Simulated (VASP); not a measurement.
# SrCl2 (I4/mmm) in VASP: notebook

Runs on SrCl2. Level: LDA. Tasks: single point.

Program: VASP 6.6.1. These are calculated values, not measurements. Logs are shortened: lines on timing, memory, paths and dates and some standing lists are left out, and cuts for length are marked.

### Step 1. The cell of the first run

The structure is tetragonal, space group I4/mmm (No. 139). The conventional cell has a = 5.126 Å, b = 5.126 Å, c = 6.692 Å, α = 90.00°, β = 90.00°, γ = 90.00°. Sr (site symmetry 4/mmm) has 8 Cl at 3.06 Å within 4.0 Å. Cl (site symmetry -4m2) has 4 Sr at 3.06 Å and 6 Cl at 3.35 to 3.62 Å within 4.0 Å.

### Step 2. Single point, LDA (strain +0.040 along x and y, -0.040 along z)

INCAR reads:

```
  PREC = Accurate
  ENCUT = 520
  EDIFF = 1E-6
  ISMEAR = 0
  SIGMA = 0.05
  LREAL = F
  LASPH = T
  NELM = 100
  ALGO = Normal
  ISIF = 2
  LWAVE = F
  LCHARG = F
  NBANDS = 19
```

KPOINTS reads:

```
regular mesh
0
Gamma
  6 6 6
```

POSCAR reads:

```
SrCl2
1.0
    0.0000000000      3.6249200000      3.3460800000
    3.6249200000      0.0000000000      3.3460800000
    3.6249200000      3.6249200000      0.0000000000
Sr Cl
1 2
Direct
    0.0000000000      0.0000000000      0.0000000000
    0.2500000000      0.2500000000      0.2500000000
    0.7500000000      0.7500000000      0.7500000000
```

Potentials or basis: VASP PAW LDA potentials, release 64 (Sr_sv, Cl).

Launch:

```bash
> cat potpaw_LDA.64/Sr_sv/POTCAR potpaw_LDA.64/Cl/POTCAR > POTCAR
> mpirun -np 1 vasp_std > vasp.out
```

OUTCAR:

```text
PREC = Accurate
   ENCUT = 520
   EDIFF = 1E-6
   ISMEAR = 0
   LREAL = F
   LASPH = T
   NELM = 100
   ISIF = 2

 ion  position               nearest neighbor table
   1  0.000  0.000  0.000-   3 3.06   3 3.06   3 3.06   2 3.06   3 3.06   2 3.06   2 3.06   2 3.06

   2  0.250  0.250  0.250-   1 3.06   1 3.06   1 3.06   1 3.06
   3  0.750  0.750  0.750-   1 3.06   1 3.06   1 3.06   1 3.06

  LATTYP: Found a body centered tetragonal cell.
 ALAT       =     5.1264110265
 C/A-ratio  =     1.3054279037

  Lattice vectors:

 A1 = (   0.0000000000,  -3.6249200000,  -3.3460800000)
 A2 = (   0.0000000000,   3.6249200000,  -3.3460800000)
 A3 = (   3.6249200000,   0.0000000000,   3.3460800000)

Analysis of symmetry for initial positions (statically):
=====================================================================
 Subroutine PRICEL returns:
 Original cell was already a primitive cell.

 Routine SETGRP: Setting up the symmetry group for a
 body centered tetragonal supercell.

 Subroutine GETGRP returns: Found 16 space group operations
 (whereof 16 operations were pure point group operations)
 out of a pool of 16 trial point group operations.

The static configuration has the point symmetry D_4h.

Analysis of symmetry for dynamics (positions and initial velocities):
=====================================================================
 Subroutine PRICEL returns:
 Original cell was already a primitive cell.

 Routine SETGRP: Setting up the symmetry group for a
 body centered tetragonal supercell.

 Subroutine GETGRP returns: Found 16 space group operations
 (whereof 16 operations were pure point group operations)
 out of a pool of 16 trial point group operations.

The dynamic configuration has the point symmetry D_4h.

 Subroutine INISYM returns: Found 16 space group operations
 (whereof 16 operations are pure point group operations),
 and found     1 'primitive' translations

----------------------------------------------------------------------------------------

                                     Primitive cell

  volume of cell :      87.9353

  direct lattice vectors                    reciprocal lattice vectors
     0.000000000  3.624920000  3.346080000    -0.137934079  0.137934079  0.149428585
     3.624920000  0.000000000  3.346080000     0.137934079 -0.137934079  0.149428585
     3.624920000  3.624920000  0.000000000     0.137934079  0.137934079 -0.149428585

  length of vectors
     4.933183189  4.933183189  5.126411027     0.245724484  0.245724484  0.245724484

  position of ions in fractional coordinates (direct lattice)
     0.000000000  0.000000000  0.000000000
     0.250000000  0.250000000  0.250000000
     0.750000000  0.750000000  0.750000000

  ion indices of the primitive-cell ions
   primitive index   ion index
                 1           1
                 2           2
                 3           3

----------------------------------------------------------------------------------------

 KPOINTS: regular mesh

Automatic generation of k-mesh.
 Grid dimensions read from file:
 generate k-points for:    6    6    6

 Generating k-lattice:

  Cartesian coordinates                     Fractional coordinates (reciprocal lattice)
    -0.022989013  0.022989013  0.024904764     0.166666667  0.000000000  0.000000000
     0.022989013 -0.022989013  0.024904764     0.000000000  0.166666667  0.000000000
     0.022989013  0.022989013 -0.024904764     0.000000000  0.000000000  0.166666667

  Length of vectors
     0.040954081  0.040954081  0.040954081

  Shift w.r.t. Gamma in fractional coordinates (k-lattice)
     0.000000000  0.000000000  0.000000000

 Subroutine IBZKPT returns following result:
 ===========================================

 Found     30 irreducible k-points:

 Following reciprocal coordinates:
            Coordinates               Weight
  0.000000  0.000000  0.000000      1.000000
  0.166667 -0.000000  0.000000      8.000000
  0.333333 -0.000000  0.000000      8.000000
  0.500000 -0.000000  0.000000      4.000000
  0.166667  0.166667  0.000000      2.000000
  0.333333  0.166667  0.000000      8.000000
[... 16 lines left out ...]
  0.333333  0.000000  0.333333      4.000000
  0.500000 -0.000000  0.333333     16.000000
 [... further k-points ...]
   k-points           NKPTS =     30   k-points in BZ     NKDIM =     30   number of bands    NBANDS=     19
   number of dos      NEDOS =    301   number of ions     NIONS =      3
   total plane-waves  NPLWV =  64000
   dimension x,y,z NGX =    40 NGY =   40 NGZ =   40
   dimension x,y,z NGXF=    80 NGYF=   80 NGZF=   80
   ions per type =               1   2
   NGX,Y,Z   is equivalent  to a cutoff of  13.48, 13.48, 12.97 a.u.
   NGXF,Y,Z  is equivalent  to a cutoff of  26.96, 26.96, 25.94 a.u.
 SYSTEM =  unknown system
   PREC   = accura    normal or accurate (medium, high low for compatibility)
   ISTART =      0    job   : 0-new  1-cont  2-samecut
   ICHARG =      2    charge: 1-file 2-atom 10-const
   ISPIN  =      1    spin polarized calculation?
   LNONCOLLINEAR =      F non collinear calculations
   LSORBIT =      F    spin-orbit coupling
   LASPH  =      T    aspherical Exc in radial PAW
   ENCUT  =  520.0 eV  38.22 Ry    6.18 a.u.   9.17  9.17  9.53*2*pi/ulx,y,z
   NELM   =    100;   NELMIN=  2; NELMDL= -5     # of ELM steps
   EDIFF  = 0.1E-05   stopping-criterion for ELM
   LREAL  =      F    real-space projection
   EDIFFG = 0.1E-04   stopping-criterion for IOM
   NSW    =      0    number of steps for IOM
   IBRION =     -1    ionic relax: 0-MD 1-quasi-New 2-CG
   NFREE  =      0    steps in history (QN), initial steepest desc. (CG)
   ISIF   =      2    stress and relaxation
   ISYM   =      2    0-nonsym 1-usesym 2-fastsym
   POTIM  = 0.5000    time-step for ionic-motion
   TEBEG  =    0.0;   TEEND  =   0.0 temperature during run
   PSTRESS=    0.0 pullay stress
   NELECT =      24.0000    total number of electrons
   NUPDOWN=      -1.0000    fix difference up-down
   EMIN   =  10.00;   EMAX   =-10.00  energy-range for DOS
   EFERMI =   0.00;   METHOD = LEGACY
   ISMEAR =     0;   SIGMA  =   0.05  broadening in eV -4-tet -1-fermi 0-gaus
   EFERMI_NEDOS =   21; number of points for ismear=-14 and -15
   IALGO  =     38    algorithm
   IMIX   =      4    mixing-type and parameters
     AMIX     =   0.40;   BMIX     =  1.00
     AMIX_MAG =   1.60;   BMIX_MAG =  1.00
  volume/ion in A,a.u.               =      29.31       197.81
  Fermi-wavevector in a.u.,A,eV,Ry     =   1.061918  2.006733 15.342871  1.127669
  Thomas-Fermi vector in A             =   2.197350
   LORBIT       =      0    0 simple, 1 ext, 2 COOP (PROOUT), +10 PAW based schemes
   GGA     = CA    functional components
   LHFCALC =     F    Hartree Fock is set to
   AEXX    =    0.0000 exact exchange contribution
   IVDW    =     0    specifies the selected vdW correction
   LEPSILON=     F    determine dielectric tensor
   LRPA    =     F    only Hartree local field effects (RPA)
 non-spin polarized calculation
 Gauss-broadening in eV      SIGMA  =   0.05
  energy-cutoff  :      520.00
  volume of cell :       87.94
 maximum number of plane-waves:      2400
 NGX is ok and might be reduce to    40
   NGX = 19   NGY = 19   NGZ = 19

 number of electron      23.9999997 magnetization

 Free energy of the ion-electron system (eV)
  ---------------------------------------------------
  ext. energy  EPLUGINS =         0.00000000
  ---------------------------------------------------
  free energy    TOTEN  =       -13.90842407 eV

  energy without entropy =      -13.90842407  energy(sigma->0) =      -13.90842407

 E-fermi :   0.4419     XC(G=0):  -8.6507

 val. band max:        0.1065858688   @ k =   0.5000   0.5000   0.0000
 cond. band min:       4.3893256132   @ k =   0.0000   0.0000   0.0000
 fundamental gap:      4.2827397444
 Fermi energy:         0.4419108301

 k-point     1 :       0.0000    0.0000    0.0000
  band No.  band energies     occupation
      1     -33.0892      2.00000
      2     -15.1847      2.00000
      3     -15.1658      2.00000
      4     -15.1658      2.00000
      5     -13.3854      2.00000
      6     -12.5422      2.00000
[... 11 lines left out ...]
     18       8.6103      0.00000
     19       8.6175      0.00000

 k-point     2 :       0.1667   -0.0000    0.0000
  band No.  band energies     occupation
      1     -33.0885      2.00000
      2     -15.2424      2.00000
      3     -15.1798      2.00000
      4     -15.1697      2.00000
      5     -13.2536      2.00000
      6     -12.5992      2.00000
[... 11 lines left out ...]
     18       8.1496      0.00000
     19       9.0369      0.00000

 k-point     3 :       0.3333   -0.0000    0.0000
  band No.  band energies     occupation
      1     -33.0872      2.00000
      2     -15.3566      2.00000
      3     -15.1852      2.00000
      4     -15.1773      2.00000
      5     -13.0414      2.00000
      6     -12.6772      2.00000
[... 11 lines left out ...]
     18       8.0028      0.00000
     19       8.3439      0.00000

 k-point     4 :       0.5000   -0.0000    0.0000
  band No.  band energies     occupation
      1     -33.0865      2.00000
      2     -15.4055      2.00000
      3     -15.1876      2.00000
      4     -15.1812      2.00000
      5     -12.9878      2.00000
      6     -12.6681      2.00000
[... 11 lines left out ...]
     18       7.9906      0.00000
     19       8.1225      0.00000

 k-point     5 :       0.1667    0.1667    0.0000
  band No.  band energies     occupation
      1     -33.0882      2.00000
      2     -15.2624      2.00000
      3     -15.1745      2.00000
      4     -15.1745      2.00000
      5     -13.1909      2.00000
      6     -12.6537      2.00000
[... 11 lines left out ...]
     18       8.2389      0.00000
     19       8.4012      0.00000

 k-point     6 :       0.3333    0.1667    0.0000
  band No.  band energies     occupation
      1     -33.0870      2.00000
      2     -15.3396      2.00000
      3     -15.1950      2.00000
      4     -15.1826      2.00000
      5     -12.9797      2.00000
      6     -12.7533      2.00000
[... 11 lines left out ...]
     18       8.0835      0.00000
     19       8.7217      0.00000

 k-point     7 :       0.5000    0.1667    0.0000
  band No.  band energies     occupation
      1     -33.0862      2.00000
      2     -15.3838      2.00000
      3     -15.2280      2.00000
      4     -15.1860      2.00000
      5     -12.9213      2.00000
      6     -12.7095      2.00000
[... 11 lines left out ...]
     18       8.0796      0.00000
     19       8.3122      0.00000

 k-point     8 :      -0.3333    0.1667    0.0000
  band No.  band energies     occupation
      1     -33.0865      2.00000
      2     -15.3646      2.00000
      3     -15.2391      2.00000
      4     -15.1812      2.00000
      5     -12.9590      2.00000
      6     -12.6768      2.00000
[... 256 lines left out ...]
 k-point    20 :      -0.3333    0.3333    0.1667
  band No.  band energies     occupation
      1     -33.0858      2.00000
      2     -15.3547      2.00000
      3     -15.3005      2.00000
      4     -15.1899      2.00000
      5     -12.8564      2.00000
      6     -12.7088      2.00000
[... 11 lines left out ...]
     18       8.2890      0.00000
     19       9.2055      0.00000

 k-point    21 :      -0.1667    0.3333    0.1667
  band No.  band energies     occupation
      1     -33.0863      2.00000
      2     -15.3720      2.00000
      3     -15.2548      2.00000
      4     -15.1837      2.00000
      5     -12.8949      2.00000
      6     -12.7043      2.00000
[... 11 lines left out ...]
     18       7.8578      0.00000
     19       9.0920      0.00000

 k-point    22 :      -0.3333    0.5000    0.1667
  band No.  band energies     occupation
      1     -33.0853      2.00000
      2     -15.3860      2.00000
      3     -15.2721      2.00000
      4     -15.1972      2.00000
      5     -12.8978      2.00000
      6     -12.6594      2.00000
[... 11 lines left out ...]
     18       8.6787      0.00000
     19       9.3318      0.00000

 k-point    23 :       0.3333    0.0000    0.3333
  band No.  band energies     occupation
      1     -33.0867      2.00000
      2     -15.4022      2.00000
      3     -15.2086      2.00000
      4     -15.1814      2.00000
      5     -12.8938      2.00000
      6     -12.7214      2.00000
[... 11 lines left out ...]
     18       7.3689      0.00000
     19       8.7270      0.00000

 k-point    24 :       0.5000   -0.0000    0.3333
  band No.  band energies     occupation
      1     -33.0860      2.00000
      2     -15.4208      2.00000
      3     -15.2366      2.00000
      4     -15.1937      2.00000
      5     -12.7973      2.00000
      6     -12.7469      2.00000
[... 11 lines left out ...]
     18       8.1281      0.00000
     19       8.9547      0.00000

 [... further k-points ...]
[... 5 lines left out ...]
  --------------------------------------------------------------------------------------
  -------------------------------------------------------------------------------------
  Total       -2.7309609     -2.7309609     -0.5770805      0.0000000      0.0000000      0.0000000
  in kB      -49.7579982    -49.7579982    -10.5143827      0.0000000      0.0000000      0.0000000
  external PRESSURE =     -36.6767930 kB  Pullay stress =       0.0000000 kB

 VOLUME and BASIS-vectors are now :
 -----------------------------------------------------------------------------
  energy-cutoff  :      520.00
  volume of cell :       87.94
      direct lattice vectors                 reciprocal lattice vectors
     0.000000000  3.624920000  3.346080000    -0.137934079  0.137934079  0.149428585
     3.624920000  0.000000000  3.346080000     0.137934079 -0.137934079  0.149428585
     3.624920000  3.624920000  0.000000000     0.137934079  0.137934079 -0.149428585

 POSITION                                       TOTAL-FORCE (eV/Angst)
 -----------------------------------------------------------------------------------
      0.00000      0.00000      0.00000         0.000000     -0.000000     -0.000000
      1.81246      1.81246      1.67304        -0.000000      0.000000      0.000000
      5.43738      5.43738      5.01912        -0.000000      0.000000     -0.000000
 -----------------------------------------------------------------------------------
    total drift:                               -0.000000     -0.000000      0.000000

  FREE ENERGIE OF THE ION-ELECTRON SYSTEM (eV)
  ---------------------------------------------------
  free  energy   TOTEN  =       -13.9084240720 eV

  energy  without entropy=      -13.9084240720  energy(sigma->0) =      -13.90842407
```

Wall time 1.7 min (1 thread of Intel Xeon 8259CL, shared host); peak memory 0.21 GiB.

What came out:

```
Free energy            : -13.9084 eV
Pressure               : -3.7 GPa
Band gap on the k mesh : 4.28 eV (least direct gap 4.54 eV)
```

Caveat: the cell differs from its parent crystal (strain +0.040 along x and y, -0.040 along z); the cell stands under tension.

### Step 3. Single point, LDA (strain +0.080 along x and y, -0.080 along z)

INCAR reads:

```
ALGO     = Normal         # electronic algorithm
EDIFF    = 1E-7           # SCF threshold, eV
ENCUT    = 520            # plane-wave cutoff, eV
GGA      = CA             # functional
ISIF     = 2              # what is computed and relaxed
ISMEAR   = 0              # smearing method
LASPH    = T              # aspherical terms in the spheres
LCHARG   = F              # write CHGCAR
LREAL    = F              # projectors in reciprocal space
LWAVE    = F              # write WAVECAR
NBANDS   = 19             # bands
NELM     = 60             # most SCF steps
PREC     = Accurate       # precision mode
SIGMA    = 0.05           # smearing width, eV
```

KPOINTS reads:

```
k-points
0
Gamma
  6 6 6
```

POSCAR reads:

```
SrCl2
1.0
    0.0000000000      3.7643400000      3.2066600000
    3.7643400000      0.0000000000      3.2066600000
    3.7643400000      3.7643400000      0.0000000000
Sr Cl
1 2
Direct
    0.0000000000      0.0000000000      0.0000000000
    0.2500000000      0.2500000000      0.2500000000
    0.7500000000      0.7500000000      0.7500000000
```

Potentials or basis: VASP PAW LDA potentials, release 64 (Sr_sv, Cl).

Launch:

```bash
> cat potpaw_LDA.64/Sr_sv/POTCAR potpaw_LDA.64/Cl/POTCAR > POTCAR
> mpirun -np 1 vasp_std > vasp.out
```

Wall time 1.8 min (1 thread of Intel Xeon 8259CL, shared host); peak memory 0.22 GiB.

Results (log left out):

```yaml
Free_energy: -13.6587 eV
Pressure: -4.2 GPa
Band_gap_on_the_k_mesh: 3.52 eV (least direct gap 3.70 eV)
```

Stress tensor (GPa, compression positive):
```
-6.87  0.00  0.00
 0.00 -6.87  0.00
 0.00  0.00  1.15
```

Levels at points of the mesh, in eV from the valence-band top:
```
           k point  band 8  band 9  band 10  band 11  band 12  band 13  band 14  band 15  band 16  band 17
(0.00, 0.00, 0.00)   -2.53   -2.53    -1.47    -1.47    -0.19     3.52     4.51     5.75     7.57     7.57
(0.50, 0.00, 0.00)   -2.29   -2.04    -1.99    -1.82    -1.66     5.44     5.61     5.95     6.37     7.09
(0.50, 0.50, 0.00)   -2.61   -2.61    -1.28    -1.28     0.00     4.22     6.32     6.43     7.17     7.17
(0.50, 0.00, 0.50)   -2.92   -2.23    -1.64    -0.97    -0.22     4.25     5.45     6.38     6.39     6.72
```

Caveat: the cell differs from its parent crystal (strain +0.080 along x and y, -0.080 along z); the stress differs along the axes, from -7 to 1 GPa.

[end of part 1 of 3]
